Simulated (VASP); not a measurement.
# Co3W (Pm-3m) in VASP: single point with LDA

Aim: the single point of Co3W with LDA.

All numbers are computed with VASP 6.6.1; they aren't measurements. Logs are shortened: lines on timing, memory, paths and dates and some standing lists are left out, and cuts for length are marked.

## Step 1: The cell of the first run

The structure is cubic, space group Pm-3m (No. 221). Conventional cell: a = 3.567 Å, b = 3.567 Å, c = 3.567 Å, α = 90.00°, β = 90.00°, γ = 90.00°. Within 3.3 Å of Co (site symmetry 4/mmm) lie 8 Co at 2.52 Å and 4 W at 2.52 Å. Co (site symmetry 4/mmm) has 8 Co at 2.52 Å and 4 W at 2.52 Å within 3.3 Å. Within 3.3 Å of W (site symmetry m-3m) lie 12 Co at 2.52 Å.

## Step 2: Single point, LDA, collinear spin, antiferromagnetic start

The input, INCAR:

```
PREC = Accurate ; ENCUT = 600
EDIFF = 1E-6 ; ISMEAR = -1
SIGMA = 0.15 ; LREAL = False
LASPH = True ; NELM = 200
ALGO = Normal ; ISIF = 2
LWAVE = False ; LCHARG = False
ISPIN = 2 ; MAGMOM = 2.5 2.5 2.5 -2.5 -2.5 -2.5 0 0
LORBIT = 11 ; LMAXMIX = 4
NBANDS = 55 ; GGA_COMPAT = False
```

The input, KPOINTS:

```
regular mesh
0
Gamma
  7 7 4
```

The input, POSCAR:

```
Co3W
1.0
    3.5668730000      0.0000000000      0.0000000000
    0.0000000000      3.5668730000      0.0000000000
    0.0000000000      0.0000000000      7.1337460000
Co W
6 2
Direct
    0.5000000000      0.5000000000      0.0000000000
    0.5000000000      0.0000000000      0.2500000000
    0.0000000000      0.5000000000      0.2500000000
    0.5000000000      0.5000000000      0.5000000000
    0.5000000000      0.0000000000      0.7500000000
    0.0000000000      0.5000000000      0.7500000000
    0.0000000000      0.0000000000      0.0000000000
    0.0000000000      0.0000000000      0.5000000000
```

Potentials or basis: VASP PAW LDA potentials, release 64 (Co, W_sv).

The run is started by

```sh
cat potpaw_LDA.64/Co/POTCAR potpaw_LDA.64/W_sv/POTCAR > POTCAR
mpirun -np 1 vasp_std > vasp.out
```

OUTCAR:

```text
PREC = Accurate
   ENCUT = 600
   EDIFF = 1E-6
   ISMEAR = -1
   LREAL = False
   LASPH = True
   NELM = 200
   ISIF = 2
   ISPIN = 2
   LORBIT = 11

 ion  position               nearest neighbor table
   1  0.500  0.500  0.000-   2 2.52   3 2.52   5 2.52   6 2.52   7 2.52   2 2.52   5 2.52   7 2.52
                             3 2.52   6 2.52   7 2.52   7 2.52
   2  0.500  0.000  0.250-   1 2.52   3 2.52   4 2.52   7 2.52   8 2.52   1 2.52   3 2.52   4 2.52
                             3 2.52   7 2.52   8 2.52   3 2.52
   3  0.000  0.500  0.250-   1 2.52   2 2.52   4 2.52   7 2.52   8 2.52   2 2.52   7 2.52   8 2.52
                             1 2.52   2 2.52   4 2.52   2 2.52
   4  0.500  0.500  0.500-   2 2.52   3 2.52   5 2.52   6 2.52   8 2.52   2 2.52   5 2.52   8 2.52
                             3 2.52   6 2.52   8 2.52   8 2.52
   5  0.500  0.000  0.750-   1 2.52   4 2.52   6 2.52   7 2.52   8 2.52   1 2.52   4 2.52   6 2.52
                             6 2.52   7 2.52   8 2.52   6 2.52
   6  0.000  0.500  0.750-   1 2.52   4 2.52   5 2.52   7 2.52   8 2.52   5 2.52   7 2.52   8 2.52
                             1 2.52   4 2.52   5 2.52   5 2.52
   7  0.000  0.000  0.000-   1 2.52   2 2.52   3 2.52   5 2.52   6 2.52   1 2.52   3 2.52   6 2.52
                             1 2.52   2 2.52   5 2.52   1 2.52
   8  0.000  0.000  0.500-   2 2.52   3 2.52   4 2.52   5 2.52   6 2.52   3 2.52   4 2.52   6 2.52
                             2 2.52   4 2.52   5 2.52   4 2.52

  LATTYP: Found a simple tetragonal cell.
 ALAT       =     3.5668730000
 C/A-ratio  =     2.0000000000

  Lattice vectors:

 A1 = (   3.5668730000,   0.0000000000,   0.0000000000)
 A2 = (   0.0000000000,   3.5668730000,   0.0000000000)
 A3 = (   0.0000000000,   0.0000000000,   7.1337460000)

Analysis of symmetry for initial positions (statically):
=====================================================================
 Subroutine PRICEL returns following result:

  LATTYP: Found a simple cubic cell.
 ALAT       =     3.5668730000

  Lattice vectors:

 A1 = (   3.5668730000,   0.0000000000,   0.0000000000)
 A2 = (   0.0000000000,   3.5668730000,   0.0000000000)
 A3 = (   0.0000000000,   0.0000000000,   3.5668730000)

   2 primitive cells build up your supercell.

 Routine SETGRP: Setting up the symmetry group for a
 simple tetragonal supercell.

 Subroutine GETGRP returns: Found 16 space group operations
 (whereof 16 operations were pure point group operations)
 out of a pool of 16 trial point group operations.

The static configuration has the point symmetry D_4h.

Analysis of symmetry for dynamics (positions and initial velocities):
=====================================================================
 Subroutine PRICEL returns following result:

  LATTYP: Found a simple cubic cell.
 ALAT       =     3.5668730000

  Lattice vectors:

 A1 = (   3.5668730000,   0.0000000000,   0.0000000000)
 A2 = (   0.0000000000,   3.5668730000,   0.0000000000)
 A3 = (   0.0000000000,   0.0000000000,   3.5668730000)

   2 primitive cells build up your supercell.

 Routine SETGRP: Setting up the symmetry group for a
 simple tetragonal supercell.

 Subroutine GETGRP returns: Found 16 space group operations
 (whereof 16 operations were pure point group operations)
 out of a pool of 16 trial point group operations.

The dynamic configuration has the point symmetry D_4h.

Analysis of structural, dynamic, and magnetic symmetry:
=====================================================================
 Subroutine PRICEL returns following result:

  LATTYP: Found a simple cubic cell.
 ALAT       =     3.5668730000

  Lattice vectors:

 A1 = (   3.5668730000,   0.0000000000,   0.0000000000)
 A2 = (   0.0000000000,   3.5668730000,   0.0000000000)
 A3 = (   0.0000000000,   0.0000000000,   3.5668730000)

   2 primitive cells build up your supercell.

 Routine SETGRP: Setting up the symmetry group for a
 simple tetragonal supercell.

 Subroutine GETGRP returns: Found  8 space group operations
 (whereof  8 operations were pure point group operations)
 out of a pool of 16 trial point group operations.

The overall configuration has the point symmetry C_4v.

 Subroutine INISYM returns: Found  8 space group operations
 (whereof  8 operations are pure point group operations),
 and found     2 'primitive' translations

----------------------------------------------------------------------------------------

                                     Primitive cell

  volume of cell :      45.3798

  direct lattice vectors                    reciprocal lattice vectors
     3.566873000  0.000000000  0.000000000     0.280357613  0.000000000  0.000000000
     0.000000000  3.566873000  0.000000000     0.000000000  0.280357613  0.000000000
     0.000000000  0.000000000  3.566873000     0.000000000  0.000000000  0.280357613

  length of vectors
     3.566873000  3.566873000  3.566873000     0.280357613  0.280357613  0.280357613

  position of ions in fractional coordinates (direct lattice)
     0.500000000  0.500000000  0.000000000
     0.500000000  0.000000000  0.500000000
     0.000000000  0.500000000  0.500000000
     0.000000000  0.000000000  0.000000000

  ion indices of the primitive-cell ions
   primitive index   ion index
                 1           1
                 2           2
                 3           3
                 4           7

----------------------------------------------------------------------------------------

 KPOINTS: regular mesh

Automatic generation of k-mesh.
 Grid dimensions read from file:
 generate k-points for:    7    7    4

 Generating k-lattice:

  Cartesian coordinates                     Fractional coordinates (reciprocal lattice)
     0.040051088  0.000000000  0.000000000     0.142857143  0.000000000  0.000000000
     0.000000000  0.040051088  0.000000000     0.000000000  0.142857143  0.000000000
     0.000000000  0.000000000  0.035044702     0.000000000  0.000000000  0.250000000

  Length of vectors
     0.040051088  0.040051088  0.035044702

  Shift w.r.t. Gamma in fractional coordinates (k-lattice)
     0.000000000  0.000000000  0.000000000

 Subroutine IBZKPT returns following result:
 ===========================================

 Found     30 irreducible k-points:

 Following reciprocal coordinates:
            Coordinates               Weight
  0.000000  0.000000  0.000000      1.000000
  0.142857  0.000000  0.000000      4.000000
  0.285714  0.000000  0.000000      4.000000
  0.428571  0.000000  0.000000      4.000000
  0.142857  0.142857  0.000000      4.000000
  0.285714  0.142857  0.000000      8.000000
[... 16 lines left out ...]
  0.285714  0.000000  0.500000      4.000000
  0.428571  0.000000  0.500000      4.000000
 [... further k-points ...]
   k-points           NKPTS =     30   k-points in BZ     NKDIM =     30   number of bands    NBANDS=     55
   number of dos      NEDOS =    301   number of ions     NIONS =      8
   total plane-waves  NPLWV =  47040
   dimension x,y,z NGX =    28 NGY =   28 NGZ =   60
   dimension x,y,z NGXF=    56 NGYF=   56 NGZF=  120
   ions per type =               6   2
   NGX,Y,Z   is equivalent  to a cutoff of  13.05, 13.05, 13.98 a.u.
   NGXF,Y,Z  is equivalent  to a cutoff of  26.10, 26.10, 27.96 a.u.
 SYSTEM =  unknown system
   PREC   = accura    normal or accurate (medium, high low for compatibility)
   ISTART =      0    job   : 0-new  1-cont  2-samecut
   ICHARG =      2    charge: 1-file 2-atom 10-const
   ISPIN  =      2    spin polarized calculation?
   LNONCOLLINEAR =      F non collinear calculations
   LSORBIT =      F    spin-orbit coupling
   LASPH  =      T    aspherical Exc in radial PAW
   ENCUT  =  600.0 eV  44.10 Ry    6.64 a.u.   7.12  7.12 14.25*2*pi/ulx,y,z
   NELM   =    200;   NELMIN=  2; NELMDL= -5     # of ELM steps
   EDIFF  = 0.1E-05   stopping-criterion for ELM
   LREAL  =      F    real-space projection
   EDIFFG = 0.1E-04   stopping-criterion for IOM
   NSW    =      0    number of steps for IOM
   IBRION =     -1    ionic relax: 0-MD 1-quasi-New 2-CG
   NFREE  =      0    steps in history (QN), initial steepest desc. (CG)
   ISIF   =      2    stress and relaxation
   ISYM   =      2    0-nonsym 1-usesym 2-fastsym
   POTIM  = 0.5000    time-step for ionic-motion
   TEBEG  =    0.0;   TEEND  =   0.0 temperature during run
   PSTRESS=    0.0 pullay stress
   NELECT =      82.0000    total number of electrons
   NUPDOWN=      -1.0000    fix difference up-down
   EMIN   =  10.00;   EMAX   =-10.00  energy-range for DOS
   EFERMI =   0.00;   METHOD = LEGACY
   ISMEAR =    -1;   SIGMA  =   0.15  broadening in eV -4-tet -1-fermi 0-gaus
   EFERMI_NEDOS =   21; number of points for ismear=-14 and -15
   IALGO  =     38    algorithm
   IMIX   =      4    mixing-type and parameters
     AMIX     =   0.40;   BMIX     =  1.00
     AMIX_MAG =   1.60;   BMIX_MAG =  1.00
  volume/ion in A,a.u.               =      11.34        76.56
  Fermi-wavevector in a.u.,A,eV,Ry     =   1.582639  2.990754 34.079132  2.504746
  Thomas-Fermi vector in A             =   2.682531
   LORBIT       =     11    0 simple, 1 ext, 2 COOP (PROOUT), +10 PAW based schemes
   GGA     = CA    functional components
   LHFCALC =     F    Hartree Fock is set to
   AEXX    =    0.0000 exact exchange contribution
   IVDW    =     0    specifies the selected vdW correction
   LEPSILON=     F    determine dielectric tensor
   LRPA    =     F    only Hartree local field effects (RPA)
 spin polarized calculation
  energy-cutoff  :      600.00
  volume of cell :       90.76
 maximum number of plane-waves:      3046
   NGX = 15   NGY = 15   NGZ = 29

 number of electron      82.0000027 magnetization      -0.0000000

 number of electron      82.0000027 magnetization       0.0000000

 Free energy of the ion-electron system (eV)
  ---------------------------------------------------
  ext. energy  EPLUGINS =         0.00000000
  ---------------------------------------------------
  free energy    TOTEN  =       -78.42553944 eV

  energy without entropy =      -77.90662863  energy(sigma->0) =      -78.16608403

 E-fermi :  11.3613     XC(G=0): -14.1490

 val. band max:       11.3589418184   @ k =   0.1429   0.1429   0.0000
 cond. band min:      11.3663804097   @ k =   0.4286   0.1429   0.2500
 fundamental gap:      0.0074385913
 Fermi energy:        11.3613238969

 spin component 1

 k-point     1 :       0.0000    0.0000    0.0000
  band No.  band energies     occupation
      1     -62.6689      1.00000
      2     -62.6665      1.00000
      3     -27.1955      1.00000
      4     -27.1218      1.00000
      5     -27.1218      1.00000
      6     -27.1183      1.00000
[... 1333 lines left out ...]
     52      13.2740      0.00000
     53      16.9705      0.00000

 [... further k-points ...]

 spin component 2

 k-point     1 :       0.0000    0.0000    0.0000
  band No.  band energies     occupation
      1     -62.6689      1.00000
      2     -62.6665      1.00000
      3     -27.1955      1.00000
      4     -27.1218      1.00000
      5     -27.1218      1.00000
      6     -27.1183      1.00000
[... 1333 lines left out ...]
     52      13.2740      0.00000
     53      16.9705      0.00000

 [... further k-points ...]

 [bands above 53 left out]

------------------------ aborting loop because EDIFF is reached ----------------------------------------

  FORCE on cell =-STRESS in cart. coord.  units (eV):
  Direction    XX          YY          ZZ          XY          YZ          ZX
  --------------------------------------------------------------------------------------
  -------------------------------------------------------------------------------------
  Total       -6.3059787     -6.3059787     -6.3247792      0.0000000     -0.0000000      0.0000000
  in kB     -111.3192177   -111.3192177   -111.6511031      0.0000000     -0.0000000      0.0000000
  external PRESSURE =    -111.4298462 kB  Pullay stress =       0.0000000 kB

 VOLUME and BASIS-vectors are now :
 -----------------------------------------------------------------------------
  energy-cutoff  :      600.00
  volume of cell :       90.76
      direct lattice vectors                 reciprocal lattice vectors
     3.566873000  0.000000000  0.000000000     0.280357613  0.000000000  0.000000000
     0.000000000  3.566873000  0.000000000     0.000000000  0.280357613  0.000000000
     0.000000000  0.000000000  7.133746000     0.000000000  0.000000000  0.140178806

 POSITION                                       TOTAL-FORCE (eV/Angst)
 -----------------------------------------------------------------------------------
      1.78344      1.78344      0.00000        -0.000000      0.000000      0.000002
      1.78344      0.00000      1.78344        -0.000000     -0.000000     -0.000016
      0.00000      1.78344      1.78344         0.000000      0.000000     -0.000016
      1.78344      1.78344      3.56687        -0.000000     -0.000000      0.000002
      1.78344      0.00000      5.35031        -0.000000      0.000000     -0.000016
      0.00000      1.78344      5.35031         0.000000      0.000000     -0.000016
      0.00000      0.00000      0.00000        -0.000000      0.000000      0.000029
      0.00000      0.00000      3.56687        -0.000000      0.000000      0.000029
 -----------------------------------------------------------------------------------
    total drift:                                0.000000      0.000000     -0.000019

  FREE ENERGIE OF THE ION-ELECTRON SYSTEM (eV)
  ---------------------------------------------------
  free  energy   TOTEN  =       -78.4255394376 eV

  energy  without entropy=      -77.9066286324  energy(sigma->0) =      -78.16608403

 total charge

# of ion       s       p       d       tot
------------------------------------------
    1        0.516   0.596   7.395   8.508
    2        0.516   0.596   7.395   8.507
    3        0.516   0.596   7.395   8.507
    4        0.516   0.596   7.395   8.508
    5        0.516   0.596   7.395   8.507
    6        0.516   0.596   7.395   8.507
    7        2.450   6.331   3.316  12.096
    8        2.450   6.331   3.316  12.096
--------------------------------------------------
tot          7.998  16.236  51.003  75.237

 magnetization (x)

# of ion       s       p       d       tot
------------------------------------------
    1        0.000   0.000   0.000   0.000
    2       -0.000  -0.000  -0.000  -0.000
    3       -0.000  -0.000  -0.000  -0.000
    4       -0.000  -0.000  -0.000  -0.000
    5        0.000   0.000   0.000   0.000
    6        0.000   0.000   0.000   0.000
    7        0.000   0.000   0.000   0.000
    8       -0.000  -0.000  -0.000  -0.000
--------------------------------------------------
tot          0.000   0.000   0.000   0.000
```

Wall time 11 min (1 thread of Intel Xeon 8259CL, shared host); peak memory 0.36 GiB.

Results:

- Free energy: -78.4255 eV
- Pressure: -11.1 GPa
- Band gap on the k mesh: zero (filled and empty bands overlap)
- Net moment: 0.00 μB per cell
- Valence electrons inside the program's atomic spheres: Co 8.51; W 12.10

Levels at points of the mesh, in eV from the Fermi level:
Spin up:
| k point | band 39 | band 40 | band 41 | band 42 | band 43 | band 44 |
| --- | --- | --- | --- | --- | --- | --- |
| (0.00, 0.00, 0.00) | -0.02 | 0.32 | 0.32 | 0.32 | 0.32 | 1.03 |
| (0.00, 0.00, 0.50) | 0.02 | 0.02 | 0.32 | 0.32 | 1.07 | 1.07 |
Spin down:
```tsv
k point	band 38	band 39	band 40	band 41	band 42	band 43	band 44	band 45
(0.00, 0.00, 0.00)	-0.02	-0.02	0.32	0.32	0.32	0.32	1.03	1.18
(0.00, 0.00, 0.50)	-0.35	0.02	0.02	0.32	0.32	1.07	1.07	1.07
```

Caveat: the cell stands under tension; the moments typed at the start vanished in this run; spin-orbit coupling is left out, which moves the levels of the heavy elements.
